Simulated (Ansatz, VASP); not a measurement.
**Te in VASP and in Ansatz**

```
Te
1.0
     0.00000    2.37602    2.37602
     2.37602    0.00000    2.37602
     2.37602    2.37602    0.00000
Te
1
Direct
  0.00000 0.00000 0.00000
```

Alike in both runs: functional PBEsol; k mesh 11 × 11 × 11; occupations fermi-dirac, width 0.1 eV; no spin polarisation.

Ansatz relaxed the structure, and its values are those at the end. VASP's run is a single point on that final structure, the one shown.

|  | VASP | Ansatz |
| --- | --- | --- |
| version | VASP 6.6.1 | Ansatz 0.2.0 |
| potentials or method | VASP PAW PBE potentials, release 64 (Te), cutoff 520 eV | plane waves (420 eV) with PAW, scalar-relativistic |
| valence electrons in the cell | 6 | 16 |

|  | VASP | Ansatz | Ansatz less VASP |
| --- | --- | --- | --- |
| pressure (GPa) | 0.0 | 0.0 | 0.00 |

VASP's potentials were made for PBE, not for PBEsol, and Ansatz warns of the same on its side. VASP's potentials hold 6 valence electrons a cell and Ansatz's 16, so a difference there can come from the potentials and not from the codes.

Spin-orbit coupling is off throughout.
